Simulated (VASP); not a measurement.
Set up this calculation in VASP 6.6.1, as the native input.

```yaml
Task: relaxation of shape and atoms at fixed volume
Functional: PBEsol
Potentials_or_basis: VASP PAW PBE potentials, release 64 (Ta_pv, N)
Cutoff: 600 eV
k_mesh: 18 × 18 × 14
Occupations: gaussian, width 0.1 eV
Spin: no spin polarisation
Dipole_correction: no
Further_INCAR_settings: ALGO = Normal; EDIFF = 1e-07; IBRION = 2; EDIFFG = -0.01; NSW = 50; ISIF = 4
```

The structure of TaN lies in POSCAR:

```
TaN
1.0
    2.9831927128      0.0000000000      0.0000000000
   -1.4915963564      2.5835206737      0.0000000000
    0.0000000000      0.0000000000      2.9233897486
Ta N
1 1
Direct
    0.3333333333      0.6666666667      0.5000000000
    0.0000000000      0.0000000000      0.0000000000
```

These files were run (other wordings do the same):

INCAR

```
SYSTEM = TaN
ALGO     = Normal         ! electronic algorithm
EDIFF    = 1E-7           ! SCF threshold, eV
EDIFFG   = -0.01          ! ionic threshold
ENCUT    = 600            ! plane-wave cutoff, eV
GGA      = PS             ! functional
IBRION   = 2              ! ionic algorithm
ISIF     = 4              ! what is computed and relaxed
ISMEAR   = 0              ! smearing method
LASPH    = .True.         ! aspherical terms in the spheres
LCHARG   = .False.        ! write CHGCAR
LREAL    = .False.        ! projectors in reciprocal space
LWAVE    = .False.        ! write WAVECAR
NELM     = 100            ! most SCF steps
NSW      = 50             ! ionic steps
PREC     = Accurate       ! precision mode
SIGMA    = 0.1            ! smearing width, eV
```

KPOINTS

```
k-points
0
Gamma
  18 18 14
  0 0 0
```

Potentials or basis: VASP PAW PBE potentials, release 64 (Ta_pv, N).

Command:

```sh
$ cat potpaw_PBE.64/Ta_pv/POTCAR potpaw_PBE.64/N/POTCAR > POTCAR
$ mpirun -np 1 vasp_std > vasp.out
```

It gave:

```json
{
  "Energy gained by relaxing": "0.0 meV/atom",
  "Ionic steps": "3",
  "Pressure after relaxing": "-18.1 GPa",
  "Band gap on the k mesh": "zero (bands 8 and 9 overlap by 0.34 eV)"
}
```

Caveat: the PAW data sets were made with another functional, which shifts forces and pressure a little; spin-orbit coupling is left out, which moves the levels of the heavy elements.

It took 2.5 min on 1 thread of Intel Xeon 8259CL (shared host), peak memory 0.23 GiB.
